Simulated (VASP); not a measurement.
# Au in VASP: a series of runs, part 2 of 2

VASP 6.6.1. The steps go on from the part before.

## (3) Single point, PBE

This run uses another cell than the first one.

INCAR reads:

```
PREC = Accurate
ENCUT = 520
EDIFF = 1E-7
ISMEAR = -1
SIGMA = 0.05
LREAL = F
LASPH = T
NELM = 100
ALGO = Normal
ISIF = 2
LWAVE = F
LCHARG = F
LDIPOL = T
IDIPOL = 3
DIPOL = 0.5 0.5 0.500
GGA = PE
NBANDS = 36
```

KPOINTS reads:

```
Automatic mesh
0
Gamma
  12 9 1
```

POSCAR reads:

```
Au
1.0
    2.9400990585      0.0000000000      0.0000000000
    0.0000000000      4.1579279633      0.0000000000
    0.0000000000      0.0000000000     18.6983000000
Au
5
Direct
    0.0000000000      0.0000000000      0.3476246878
    0.5000000000      0.5000000000      0.4171458747
    0.0000000000      0.0000000000      0.5000000001
    0.5000000000      0.5000000000      0.5828541258
    0.0000000000      0.0000000000      0.6523753122
```

Potentials or basis: VASP PAW PBE potentials, release 64 (Au).

On the command line:

```
$ cat potpaw_PBE.64/Au/POTCAR > POTCAR
$ mpirun -np 1 vasp_std > vasp.out
```

OUTCAR:

```text
PREC = Accurate
   ENCUT = 520
   EDIFF = 1E-7
   ISMEAR = -1
   LREAL = F
   LASPH = T
   NELM = 100
   ISIF = 2
   GGA = PE

 ion  position               nearest neighbor table
   1  0.000  0.000  0.348-   3 2.85   2 2.86   2 2.86   2 2.86   2 2.86
   2  0.500  0.500  0.417-   1 2.86   1 2.86   1 2.86   1 2.86   3 2.98   3 2.98   3 2.98   3 2.98
                             4 3.10
   3  0.000  0.000  0.500-   5 2.85   1 2.85   2 2.98   2 2.98   2 2.98   2 2.98   4 2.98   4 2.98
                             4 2.98   4 2.98
   4  0.500  0.500  0.583-   5 2.86   5 2.86   5 2.86   5 2.86   3 2.98   3 2.98   3 2.98   3 2.98
                             2 3.10
   5  0.000  0.000  0.652-   3 2.85   4 2.86   4 2.86   4 2.86   4 2.86
[... 1149 lines left out ...]
  Total       -3.6704540     -1.4885227     -0.1081102     -0.0000000      0.0000000      0.0000000
  in kB      -25.7270107    -10.4333791     -0.7577676     -0.0000000      0.0000000      0.0000000
  external PRESSURE =     -12.3060525 kB  Pullay stress =       0.0000000 kB

 VOLUME and BASIS-vectors are now :
 -----------------------------------------------------------------------------
  energy-cutoff  :      520.00
  volume of cell :      228.58
      direct lattice vectors                 reciprocal lattice vectors
     2.940099058  0.000000000  0.000000000     0.340124594  0.000000000  0.000000000
     0.000000000  4.157927963  0.000000000     0.000000000  0.240504407  0.000000000
     0.000000000  0.000000000 18.698300000     0.000000000  0.000000000  0.053480798

 POSITION                                       TOTAL-FORCE (eV/Angst)
 -----------------------------------------------------------------------------------
      0.00000      0.00000      6.49999        -0.000000      0.000000      0.010099
      1.47005      2.07896      7.79992         0.000000      0.000000     -0.005075
      0.00000      0.00000      9.34915         0.000000      0.000000      0.000000
      1.47005      2.07896     10.89838         0.000000      0.000000      0.005075
      0.00000      0.00000     12.19831         0.000000      0.000000     -0.010099
 -----------------------------------------------------------------------------------
    total drift:                                0.000000     -0.000000     -0.000012

  FREE ENERGIE OF THE ION-ELECTRON SYSTEM (eV)
  ---------------------------------------------------
  free  energy   TOTEN  =       -14.7227320893 eV

  energy  without entropy=      -14.7079371179  energy(sigma->0) =      -14.71533460

 vacuum level on the upper side and lower side of the slab         5.136         5.136
```

Wall time 3 min (1 thread of Intel Xeon Platinum 8488C (Sapphire Rapids), shared host); peak memory 0.42 GiB.

Results:

```
Free energy            : -14.7227 eV
Largest force          : 0.010 eV/Å
Band gap on the k mesh : zero (an odd number of electrons rules out a gap without spin polarisation)
```

Forces in eV/Å, atoms in the order of the input:
```
Au   0.000  0.000  0.010
Au   0.000  0.000 -0.005
Au   0.000  0.000  0.000
Au   0.000  0.000  0.005
Au   0.000  0.000 -0.010
```

Caveat: spin-orbit coupling is left out, which moves the levels of the heavy elements.

## (4) Single point, PBE

This run uses another cell than the first one.

INCAR reads:

```
SYSTEM = Au
PREC = Accurate
ENCUT = 520
EDIFF = 1E-6
ISMEAR = -1
SIGMA = 0.05
LREAL = .FALSE.
LASPH = .TRUE.
NELM = 100
ALGO = Normal
ISIF = 2
LWAVE = .FALSE.
LCHARG = .TRUE.
LDIPOL = .TRUE.
IDIPOL = 3
DIPOL = 0.5 0.5 0.500
GGA = PE
LELF = .TRUE.
LVHAR = .TRUE.
LVACPOTAV = .TRUE.
NBANDS = 36
```

KPOINTS reads:

```
Automatic mesh
0
G
  12 9 1
  0 0 0
```

POSCAR is that of step 3.

On the command line:

```
$ cat potpaw_PBE.64/Au/POTCAR > POTCAR
$ mpirun -np 1 vasp_std > vasp.out
```

Run time: 2.5 min. Hardware: 1 thread of Intel Xeon Platinum 8488C (Sapphire Rapids), shared host; peak memory 0.42 GiB.

Results (log left out):

```yaml
Free_energy: -14.7227 eV
Largest_force: 0.010 eV/Å
Band_gap_on_the_k_mesh: zero (an odd number of electrons rules out a gap without spin polarisation)
```

Forces on the atoms (eV/Å):
```
Au   0.000  0.000  0.010
Au   0.000  0.000 -0.005
Au   0.000  0.000  0.000
Au   0.000  0.000  0.005
Au   0.000  0.000 -0.010
```

Levels at points of the mesh, in eV from the Fermi level:
```tsv
k point	band 25	band 26	band 27	band 28	band 29	band 30	band 31	band 32
(0.00, 0.00, 0.00)	-2.04	-1.81	-1.58	-1.24	0.61	2.50	3.45	4.88
(0.50, 0.00, 0.00)	-1.62	-0.07	0.00	0.50	0.78	1.86	3.47	4.44
```

Caveat: spin-orbit coupling is left out, which moves the levels of the heavy elements.

## (5) Single point, PBE

INCAR reads:

```
SYSTEM = Au
  PREC = Accurate
  ENCUT = 520
  EDIFF = 1E-6
  ISMEAR = -1
  SIGMA = 0.05
  LREAL = .False.
  LASPH = .True.
  NELM = 100
  ALGO = Normal
  ISIF = 2
  LWAVE = .False.
  LCHARG = .False.
  LDIPOL = .True.
  IDIPOL = 3
  DIPOL = 0.5 0.5 0.500
  GGA = PE
  NBANDS = 36
```

KPOINTS reads:

```
regular mesh
0
Gamma
  12 9 1
  0 0 0
```

POSCAR reads:

```
Au
1.0
    2.9400990585      0.0000000000      0.0000000000
    0.0000000000      4.1579279633      0.0000000000
    0.0000000000      0.0000000000     21.8802000000
Au
5
Direct
    0.0000000000      0.0000000000      0.3656274140
    0.5000000000      0.5000000000      0.4328137068
    0.0000000000      0.0000000000      0.5000000000
    0.5000000000      0.5000000000      0.5671862932
    0.0000000000      0.0000000000      0.6343725860
```

On the command line:

```
$ cat potpaw_PBE.64/Au/POTCAR > POTCAR
$ mpirun -np 1 vasp_std > vasp.out
```

Wall time 3.9 min (1 thread of Intel Xeon Platinum 8488C (Sapphire Rapids), shared host); peak memory 0.47 GiB.

It converged, with:

```yaml
Free_energy: -14.6495 eV
Largest_force: 0.465 eV/Å
Band_gap_on_the_k_mesh: zero (an odd number of electrons rules out a gap without spin polarisation)
```

Forces in eV/Å, atoms in the order of the input:
```
Au   0.000  0.000  0.399
Au   0.000  0.000 -0.465
Au   0.000  0.000  0.000
Au   0.000  0.000  0.465
Au   0.000  0.000 -0.399
```

Levels at points of the mesh, in eV from the Fermi level:
```tsv
k point	band 26	band 27	band 28	band 29	band 30	band 31
(0.00, 0.00, 0.00)	-1.91	-1.62	-1.34	0.62	2.56	3.17
(0.50, 0.00, 0.00)	-0.05	0.03	0.66	0.90	1.82	3.36
```

Caveat: spin-orbit coupling is left out, which moves the levels of the heavy elements.

## (6) The runs side by side

```csv
cell,gap on the mesh (eV),largest force (eV/Å)
"a = 2.940, b = 4.158, c = 21.880 Å, 5 atoms, atomic positions A",none,0.01
"a = 2.940, b = 4.158, c = 18.698 Å, 5 atoms, atomic positions A",none,0.01
"a = 2.940, b = 4.158, c = 21.880 Å, 5 atoms, atomic positions B",none,0.46
```

Alike in all rows: task single point; level PBE; potentials or basis VASP PAW PBE potentials, release 64 (Au); no spin polarisation; k mesh 12 × 9 × 1; cutoff (eV) 520; smearing fermi-dirac 0.05 eV.

Caveats: spin-orbit coupling is left out, which moves the levels of the heavy elements.

Absolute energies hang on the potentials; compare differences alone.
